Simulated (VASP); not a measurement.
LaTe:

```
La Te
1.0
     0.00000    3.22000    3.22000
     3.22000    0.00000    3.22000
     3.22000    3.22000    0.00000
La Te
1 1
Direct
  0.00000 0.00000 0.00000
  0.50000 0.50000 0.50000
```

```yaml
Program: VASP 6.6.1
Task: relaxation of cell and atoms
Functional: LDA
Potentials_or_basis: VASP PAW LDA potentials, release 64 (La, Te)
Cutoff: 500 eV
k_mesh: 6 × 6 × 6
Occupations: fermi-dirac, width 0.05 eV
Spin: no spin polarisation
```

At the start: pressure -2.7 GPa; volume 33.39 Å³/atom.

**Question.** Where does the relaxation end?

**Answer.** Over 3 steps the energy falls by 12.7 meV/atom and the volume is 31.93 Å³/atom (-4.3 %); space group Fm-3m (No. 225, to 0.1 Å) before and after.

Step by step:
```csv
step,energy change (eV),largest force (eV/Å),pressure (GPa),volume (Å³)
1,0.0000,0.0000,-2.67,66.77
2,-0.0068,0.0000,2.66,61.54
3,-0.0254,0.0000,-0.02,63.87
```

Final structure:
```
La Te
1.0
     0.00000    3.17262    3.17262
     3.17262    0.00000    3.17262
     3.17262    3.17262    0.00000
La Te
1 1
Direct
  0.00000 0.00000 0.00000
  0.50000 0.50000 0.50000
```
